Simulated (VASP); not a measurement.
Set up this calculation in VASP 6.6.1, as the native input.

```yaml
Task: relaxation of shape and atoms at fixed volume
Functional: LDA
Potentials_or_basis: VASP PAW LDA potentials, release 64 (Ta_pv, N)
Cutoff: 600 eV
k_mesh: 15 × 15 × 10
Occupations: gaussian, width 0.1 eV
Spin: no spin polarisation
Dipole_correction: no
Further_INCAR_settings: ALGO = Normal; EDIFF = 1e-06; IBRION = 2; EDIFFG = -0.01; NSW = 50; ISIF = 4
```

The structure of Ta2N lies in POSCAR:

```
Ta2N
1.0
    2.9955647539     -0.0000000028      0.0000000000
   -1.4977823746      2.5942351770      0.0000000000
    0.0000000000      0.0000000000      4.7015332617
Ta N
2 1
Direct
    0.6666666667      0.3333333333      0.7448855633
    0.3333333333      0.6666666667      0.2551144367
    0.0000000000      0.0000000000      0.0000000000
```

The input as run:

INCAR

```
SYSTEM = Ta2N
PREC = Accurate ; ENCUT = 600
EDIFF = 1E-6 ; ISMEAR = 0
SIGMA = 0.1 ; LREAL = .FALSE.
LASPH = .TRUE. ; NELM = 100
ALGO = Normal ; ISIF = 4
LWAVE = .FALSE. ; LCHARG = .FALSE.
GGA = CA ; IBRION = 2
NSW = 50 ; EDIFFG = -0.01
```

KPOINTS

```
Automatic mesh
0
G
  15 15 10
  0 0 0
```

Potentials or basis: VASP PAW LDA potentials, release 64 (Ta_pv, N).

The run is started by

```console
$ cat potpaw_LDA.64/Ta_pv/POTCAR potpaw_LDA.64/N/POTCAR > POTCAR
$ mpirun -np 1 vasp_std > vasp.out
```

Results of the run:

```json
{"Energy gained by relaxing": "0.9 meV/atom", "Ionic steps": "5", "Pressure after relaxing": "23.1 GPa", "Band gap on the k mesh": "zero (an odd number of electrons rules out a gap without spin polarisation)"}
```

Caveat: spin-orbit coupling is left out, which moves the levels of the heavy elements.

Wall time 8.5 min on 1 thread of Intel Xeon 8259CL, on a shared host, peak memory 0.29 GiB.
